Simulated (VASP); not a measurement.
# TiO2 (P-6m2) in VASP: single point with PBE

Aim: the single point of TiO2 with PBE.

Program: VASP 6.6.1. These are calculated values, not measurements. Logs are shortened: lines on timing, memory, paths and dates and some standing lists are left out, and cuts for length are marked.

## Step 1: The cell of the first run

The structure is hexagonal, space group P-6m2 (No. 187). Conventional cell: a = 2.883 Å, b = 2.883 Å, c = 5.819 Å, α = 90.00°, β = 90.00°, γ = 120.00°. Ti (site symmetry -6m2) has 6 O at 2.01 Å within 2.7 Å. O (site symmetry 3m) has 3 Ti at 2.01 Å and 1 O at 2.25 Å within 2.7 Å.

The cell was generated, and may not be a known phase.

## Step 2: Single point, PBE, collinear spin

Input file INCAR:

```
SYSTEM = TiO2
  ALGO = Normal
  EDIFF = 1E-6
  ENCUT = 1340
  GGA = PE
  GGA_COMPAT = .False.
  ISIF = 2
  ISMEAR = 0
  ISPIN = 2
  LASPH = .True.
  LCHARG = .True.
  LELF = .True.
  LMAXMIX = 4
  LORBIT = 11
  LREAL = .False.
  LVHAR = .True.
  LWAVE = .False.
  MAGMOM = 1 0 0
  NBANDS = 23
  NELM = 200
  PREC = Accurate
  SIGMA = 0.1
```

Input file KPOINTS:

```
k-points
0
Gamma
  6 6 4
  0 0 0
```

Input file POSCAR:

```
TiO2
1.0
    2.8826649134      0.0000000000      0.0000000000
   -1.4413324567      2.4964610456      0.0000000000
    0.0000000000      0.0000000000      5.8190962263
Ti O
1 2
Direct
    0.0000000000      0.0000000000      0.0000000000
    0.3333333333      0.6666666667      0.1934839446
    0.3333333333      0.6666666667      0.8065160554
```

Potentials or basis: VASP PAW PBE potentials, release 64 (Ti_sv, O_h).

Started as:

```
$ cat potpaw_PBE.64/Ti_sv/POTCAR potpaw_PBE.64/O_h/POTCAR > POTCAR
$ mpirun -np 1 vasp_std > vasp.out
```

OUTCAR:

```text
SYSTEM = TiO2
   EDIFF = 1E-6
   ENCUT = 1340
   GGA = PE
   ISIF = 2
   ISMEAR = 0
   ISPIN = 2
   LASPH = .True.
   LORBIT = 11
   LREAL = .False.
   NELM = 200
   PREC = Accurate

 ion  position               nearest neighbor table
   1  0.000  0.000  0.000-   2 2.01   3 2.01   2 2.01   3 2.01   2 2.01   3 2.01
   2  0.333  0.667  0.193-   1 2.01   1 2.01   1 2.01
   3  0.333  0.667  0.807-   1 2.01   1 2.01   1 2.01

  LATTYP: Found a hexagonal cell.
 ALAT       =     2.8826649134
 C/A-ratio  =     2.0186516300

  Lattice vectors:

 A1 = (   2.8826649134,   0.0000000000,   0.0000000000)
 A2 = (  -1.4413324567,   2.4964610456,   0.0000000000)
 A3 = (   0.0000000000,   0.0000000000,   5.8190962263)

Analysis of symmetry for initial positions (statically):
=====================================================================
 Subroutine PRICEL returns:
 Original cell was already a primitive cell.

 Routine SETGRP: Setting up the symmetry group for a
 hexagonal supercell.

 Subroutine GETGRP returns: Found 12 space group operations
 (whereof 12 operations were pure point group operations)
 out of a pool of 24 trial point group operations.

The static configuration has the point symmetry D_3h.

Analysis of symmetry for dynamics (positions and initial velocities):
=====================================================================
 Subroutine PRICEL returns:
 Original cell was already a primitive cell.

 Routine SETGRP: Setting up the symmetry group for a
 hexagonal supercell.

 Subroutine GETGRP returns: Found 12 space group operations
 (whereof 12 operations were pure point group operations)
 out of a pool of 24 trial point group operations.

The dynamic configuration has the point symmetry D_3h.

Analysis of structural, dynamic, and magnetic symmetry:
=====================================================================
 Subroutine PRICEL returns:
 Original cell was already a primitive cell.

 Routine SETGRP: Setting up the symmetry group for a
 hexagonal supercell.

 Subroutine GETGRP returns: Found 12 space group operations
 (whereof 12 operations were pure point group operations)
 out of a pool of 24 trial point group operations.

The overall configuration has the point symmetry D_3h.

 Subroutine INISYM returns: Found 12 space group operations
 (whereof 12 operations are pure point group operations),
 and found     1 'primitive' translations

----------------------------------------------------------------------------------------

                                     Primitive cell

  volume of cell :      41.8769

  direct lattice vectors                    reciprocal lattice vectors
     2.882664913  0.000000000  0.000000000     0.346901229  0.200283518  0.000000000
    -1.441332457  2.496461046  0.000000000     0.000000000  0.400567035  0.000000000
     0.000000000  0.000000000  5.819096226     0.000000000  0.000000000  0.171847992

  length of vectors
     2.882664913  2.882664913  5.819096226     0.400567035  0.400567035  0.171847992

  position of ions in fractional coordinates (direct lattice)
     0.000000000  0.000000000  0.000000000
     0.333333333  0.666666667  0.193483945
     0.333333333  0.666666667  0.806516055

  ion indices of the primitive-cell ions
   primitive index   ion index
                 1           1
                 2           2
                 3           3

----------------------------------------------------------------------------------------

 KPOINTS: k-points

Automatic generation of k-mesh.
 Grid dimensions read from file:
 generate k-points for:    6    6    4

 Generating k-lattice:

  Cartesian coordinates                     Fractional coordinates (reciprocal lattice)
     0.057816871  0.033380586  0.000000000     0.166666667 -0.000000000  0.000000000
     0.000000000  0.066761173  0.000000000     0.000000000  0.166666667  0.000000000
     0.000000000  0.000000000  0.042961998     0.000000000  0.000000000  0.250000000

  Length of vectors
     0.066761173  0.066761173  0.042961998

  Shift w.r.t. Gamma in fractional coordinates (k-lattice)
     0.000000000  0.000000000  0.000000000

 Subroutine IBZKPT returns following result:
 ===========================================

 Found     21 irreducible k-points:

 Following reciprocal coordinates:
            Coordinates               Weight
  0.000000  0.000000  0.000000      1.000000
  0.166667 -0.000000  0.000000      6.000000
  0.333333 -0.000000  0.000000      6.000000
  0.500000  0.000000  0.000000      3.000000
  0.166667  0.166667  0.000000      6.000000
  0.333333  0.166667  0.000000     12.000000
[... 13 lines left out ...]
  0.333333  0.166667  0.500000     12.000000
  0.333333  0.333333  0.500000      2.000000
   k-points           NKPTS =     21   k-points in BZ     NKDIM =     21   number of bands    NBANDS=     23
   number of dos      NEDOS =    301   number of ions     NIONS =      3
   total plane-waves  NPLWV =  90720
   dimension x,y,z NGX =    36 NGY =   36 NGZ =   70
   dimension x,y,z NGXF=    72 NGYF=   72 NGZF=  140
   ions per type =               1   2
   NGX,Y,Z   is equivalent  to a cutoff of  20.76, 20.76, 20.00 a.u.
   NGXF,Y,Z  is equivalent  to a cutoff of  41.52, 41.52, 40.00 a.u.
 SYSTEM =  TiO2
   PREC   = accura    normal or accurate (medium, high low for compatibility)
   ISTART =      0    job   : 0-new  1-cont  2-samecut
   ICHARG =      2    charge: 1-file 2-atom 10-const
   ISPIN  =      2    spin polarized calculation?
   LNONCOLLINEAR =      F non collinear calculations
   LSORBIT =      F    spin-orbit coupling
   LASPH  =      T    aspherical Exc in radial PAW
   ENCUT  = 1340.0 eV  98.49 Ry    9.92 a.u.   8.60  8.60 17.37*2*pi/ulx,y,z
   NELM   =    200;   NELMIN=  2; NELMDL= -5     # of ELM steps
   EDIFF  = 0.1E-05   stopping-criterion for ELM
   LREAL  =      F    real-space projection
   EDIFFG = 0.1E-04   stopping-criterion for IOM
   NSW    =      0    number of steps for IOM
   IBRION =     -1    ionic relax: 0-MD 1-quasi-New 2-CG
   NFREE  =      0    steps in history (QN), initial steepest desc. (CG)
   ISIF   =      2    stress and relaxation
   ISYM   =      2    0-nonsym 1-usesym 2-fastsym
   POTIM  = 0.5000    time-step for ionic-motion
   TEBEG  =    0.0;   TEEND  =   0.0 temperature during run
   PSTRESS=    0.0 pullay stress
   NELECT =      24.0000    total number of electrons
   NUPDOWN=      -1.0000    fix difference up-down
   EMIN   =  10.00;   EMAX   =-10.00  energy-range for DOS
   EFERMI =   0.00;   METHOD = LEGACY
   ISMEAR =     0;   SIGMA  =   0.10  broadening in eV -4-tet -1-fermi 0-gaus
   EFERMI_NEDOS =   21; number of points for ismear=-14 and -15
   IALGO  =     38    algorithm
   IMIX   =      4    mixing-type and parameters
     AMIX     =   0.40;   BMIX     =  1.00
     AMIX_MAG =   1.60;   BMIX_MAG =  1.00
  volume/ion in A,a.u.               =      13.96        94.20
  Fermi-wavevector in a.u.,A,eV,Ry     =   1.359838  2.569721 25.159330  1.849159
  Thomas-Fermi vector in A             =   2.486551
   LORBIT       =     11    0 simple, 1 ext, 2 COOP (PROOUT), +10 PAW based schemes
   GGA     = PE    functional components
   LHFCALC =     F    Hartree Fock is set to
   AEXX    =    0.0000 exact exchange contribution
   IVDW    =     0    specifies the selected vdW correction
   LEPSILON=     F    determine dielectric tensor
   LRPA    =     F    only Hartree local field effects (RPA)
 spin polarized calculation
 Gauss-broadening in eV      SIGMA  =   0.10
  energy-cutoff  :     1340.00
  volume of cell :       41.88
 maximum number of plane-waves:      4697
 NGX is ok and might be reduce to    36
   NGX = 17   NGY = 17   NGZ = 35

 number of electron      24.0000002 magnetization      -0.0000847

 number of electron      24.0000002 magnetization       0.0000427

 Free energy of the ion-electron system (eV)
  ---------------------------------------------------
  ext. energy  EPLUGINS =         0.00000000
  ---------------------------------------------------
  free energy    TOTEN  =       -25.17569040 eV

  energy without entropy =      -25.17569040  energy(sigma->0) =      -25.17569040

 E-fermi :   2.3571     XC(G=0):  -9.3328

 val. band max:        1.8100671685   @ k =   0.1667  -0.0000   0.0000
 cond. band min:       2.9554969442   @ k =   0.3333   0.1667   0.0000
 fundamental gap:      1.1454297757
 Fermi energy:         2.3571182481

 spin component 1

 k-point     1 :       0.0000    0.0000    0.0000
  band No.  band energies     occupation
      1     -55.1096      1.00000
      2     -31.2898      1.00000
      3     -31.0837      1.00000
      4     -31.0837      1.00000
      5     -16.2753      1.00000
      6     -14.4386      1.00000
[... 15 lines left out ...]
     22      23.0199      0.00000
     23      23.2322      0.00000

 k-point     2 :       0.1667   -0.0000    0.0000
  band No.  band energies     occupation
      1     -55.0842      1.00000
      2     -31.2677      1.00000
      3     -31.2464      1.00000
      4     -31.1197      1.00000
      5     -16.0001      1.00000
      6     -14.4708      1.00000
[... 15 lines left out ...]
     22      22.1413      0.00000
     23      22.4144      0.00000

 k-point     3 :       0.3333   -0.0000    0.0000
  band No.  band energies     occupation
      1     -55.0331      1.00000
      2     -31.6210      1.00000
      3     -31.1909      1.00000
      4     -31.1585      1.00000
      5     -15.4672      1.00000
      6     -14.5353      1.00000
[... 15 lines left out ...]
     22      19.6095      0.00000
     23      20.2679      0.00000
[... 417 lines left out ...]
 k-point    20 :       0.3333    0.1667    0.5000
  band No.  band energies     occupation
      1     -55.0074      1.00000
      2     -31.7066      1.00000
      3     -31.3168      1.00000
      4     -31.1142      1.00000
      5     -15.1936      1.00000
      6     -14.5737      1.00000
[... 15 lines left out ...]
     22      19.4216      0.00000
     23      19.7688      0.00000

 k-point    21 :       0.3333    0.3333    0.5000
  band No.  band energies     occupation
      1     -54.9945      1.00000
      2     -31.6490      1.00000
      3     -31.4828      1.00000
      4     -31.0920      1.00000
      5     -15.0637      1.00000
      6     -14.5763      1.00000
[... 15 lines left out ...]
     22      19.2431      0.00000
     23      19.8131      0.00000
 Fermi energy:         2.3571182481

 spin component 2

 k-point     1 :       0.0000    0.0000    0.0000
  band No.  band energies     occupation
      1     -55.1095      1.00000
      2     -31.2897      1.00000
      3     -31.0837      1.00000
      4     -31.0837      1.00000
      5     -16.2754      1.00000
      6     -14.4387      1.00000
[... 15 lines left out ...]
     22      23.0204      0.00000
     23      23.2324      0.00000

 k-point     2 :       0.1667   -0.0000    0.0000
  band No.  band energies     occupation
      1     -55.0842      1.00000
      2     -31.2677      1.00000
      3     -31.2463      1.00000
      4     -31.1196      1.00000
      5     -16.0002      1.00000
      6     -14.4709      1.00000
[... 15 lines left out ...]
     22      22.1416      0.00000
     23      22.4145      0.00000

 k-point     3 :       0.3333   -0.0000    0.0000
  band No.  band energies     occupation
      1     -55.0330      1.00000
      2     -31.6209      1.00000
      3     -31.1909      1.00000
      4     -31.1584      1.00000
      5     -15.4672      1.00000
      6     -14.5354      1.00000
[... 15 lines left out ...]
     22      19.6097      0.00000
     23      20.2680      0.00000
[... 417 lines left out ...]
 k-point    20 :       0.3333    0.1667    0.5000
  band No.  band energies     occupation
      1     -55.0073      1.00000
      2     -31.7065      1.00000
      3     -31.3167      1.00000
      4     -31.1141      1.00000
      5     -15.1937      1.00000
      6     -14.5738      1.00000
[... 15 lines left out ...]
     22      19.4217      0.00000
     23      19.7689      0.00000

 k-point    21 :       0.3333    0.3333    0.5000
  band No.  band energies     occupation
      1     -54.9944      1.00000
      2     -31.6490      1.00000
      3     -31.4828      1.00000
      4     -31.0919      1.00000
      5     -15.0638      1.00000
      6     -14.5764      1.00000
[... 15 lines left out ...]
     22      19.2431      0.00000
     23      19.8132      0.00000

------------------------ aborting loop because EDIFF is reached ----------------------------------------

  FORCE on cell =-STRESS in cart. coord.  units (eV):
  Direction    XX          YY          ZZ          XY          YZ          ZX
  --------------------------------------------------------------------------------------
  -------------------------------------------------------------------------------------
  Total        0.0575589      0.0575589      0.1532979      0.0000000     -0.0000000      0.0000000
  in kB        2.2021574      2.2021574      5.8650574      0.0000000     -0.0000000      0.0000000
  external PRESSURE =       3.4231241 kB  Pullay stress =       0.0000000 kB

 VOLUME and BASIS-vectors are now :
 -----------------------------------------------------------------------------
  energy-cutoff  :     1340.00
  volume of cell :       41.88
      direct lattice vectors                 reciprocal lattice vectors
     2.882664913  0.000000000  0.000000000     0.346901229  0.200283518  0.000000000
    -1.441332457  2.496461046  0.000000000     0.000000000  0.400567035  0.000000000
     0.000000000  0.000000000  5.819096226     0.000000000  0.000000000  0.171847992

 POSITION                                       TOTAL-FORCE (eV/Angst)
 -----------------------------------------------------------------------------------
      0.00000      0.00000      0.00000        -0.000000      0.000000      0.000000
     -0.00000      1.66431      1.12590        -0.000000      0.000000      0.076212
     -0.00000      1.66431      4.69319         0.000000      0.000000     -0.076212
 -----------------------------------------------------------------------------------
    total drift:                                0.000001     -0.000000     -0.000000

  FREE ENERGIE OF THE ION-ELECTRON SYSTEM (eV)
  ---------------------------------------------------
  free  energy   TOTEN  =       -25.1756903951 eV

  energy  without entropy=      -25.1756903951  energy(sigma->0) =      -25.17569040

 total charge

# of ion       s       p       d       tot
------------------------------------------
    1        2.212   6.259   1.838  10.310
    2        1.060   2.293   0.000   3.353
    3        1.060   2.293   0.000   3.353
--------------------------------------------------
tot          4.331  10.846   1.838  17.016

 magnetization (x)

# of ion       s       p       d       tot
------------------------------------------
    1       -0.000   0.000   0.000   0.000
    2       -0.000  -0.000   0.000  -0.000
    3       -0.000  -0.000   0.000  -0.000
--------------------------------------------------
tot         -0.000  -0.000   0.000  -0.000
```

It took 2.1 min on 1 thread of Intel Xeon Platinum 8375C at 2.90GHz (Ice Lake), shared host; peak memory 0.42 GiB.

Results:

| Property | Result |
| --- | --- |
| Free energy | -25.1757 eV |
| Pressure | 0.3 GPa |
| Largest force | 0.076 eV/Å |
| Band gap on the k mesh | 1.15 eV (least direct gap 1.40 eV) |
| Net moment | 0.00 μB per cell |
| Valence electrons inside the program's atomic spheres | Ti 10.31; O 3.35 |

Forces on the atoms (eV/Å):
```
Ti   0.000  0.000  0.000
O    0.000  0.000  0.076
O    0.000  0.000 -0.076
```

Levels at points of the mesh, in eV from the valence-band top:
Spin up:
```tsv
k point	band 10	band 11	band 12	band 13	band 14	band 15
(0.00, 0.00, 0.00)	-1.72	-1.72	-0.12	2.91	4.04	4.04
(0.50, 0.00, 0.00)	-2.96	-1.73	-0.23	1.52	3.68	3.74
(0.00, 0.00, 0.50)	-1.72	-1.72	-0.63	3.07	4.04	4.04
(0.50, 0.00, 0.50)	-2.97	-1.72	-0.45	1.57	3.68	3.75
```
Spin down:
| k point | band 10 | band 11 | band 12 | band 13 | band 14 | band 15 |
| --- | --- | --- | --- | --- | --- | --- |
| (0.00, 0.00, 0.00) | -1.72 | -1.72 | -0.12 | 2.91 | 4.04 | 4.04 |
| (0.50, 0.00, 0.00) | -2.96 | -1.73 | -0.23 | 1.52 | 3.68 | 3.74 |
| (0.00, 0.00, 0.50) | -1.72 | -1.72 | -0.63 | 3.07 | 4.04 | 4.04 |
| (0.50, 0.00, 0.50) | -2.97 | -1.72 | -0.45 | 1.57 | 3.68 | 3.75 |
